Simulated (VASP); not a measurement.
## Li2Pt: single point with LDA

The system is Li2Pt.

```
CELL_PARAMETERS angstrom
4.18600 0.00000 0.00000
-2.09300 3.62518 0.00000
0.00000 0.00000 2.68761
ATOMIC_POSITIONS crystal
Li 0.33333 0.66667 0.50000
Li 0.66667 0.33333 0.50000
Pt 0.00000 0.00000 0.00000
```

This cell differs from its parent crystal: zz strain of +1 %.

```
Program                : VASP 6.6.1
Task                   : single point
Functional             : LDA
Potentials or basis    : VASP PAW LDA potentials, release 64 (Li_sv, Pt)
Cutoff                 : 520 eV
k mesh                 : 9 × 9 × 12
Occupations            : fermi-dirac, width 0.03 eV
Spin                   : no spin polarisation
Dipole correction      : no
Further INCAR settings : ALGO = Normal; EDIFF = 1e-06; NBANDS = 15
```

```json
{
  "Band gap on the k mesh": "zero (band 8 reaches 6.08 eV, above the bottom of band 9 at 4.24 eV)"
}
```

Levels at points of the mesh, in eV from the Fermi level:
```csv
k point,band 6,band 7,band 8,band 9,band 10,band 11
"(0.00, 0.00, 0.00)",-3.21,-0.65,-0.65,3.92,3.92,6.41
"(0.00, 0.00, 0.50)",-2.09,-2.09,0.54,2.73,6.48,6.48
```

It took 41 s on 1 thread of Intel(R) Xeon(R) Platinum 8375C CPU @ 2.90GHz (Ice Lake), on a shared host, peak memory 0.17 GiB.

Caveat: the cell differs from its parent crystal (zz strain of +1 %); spin-orbit coupling is left out, which moves the levels of the heavy elements.
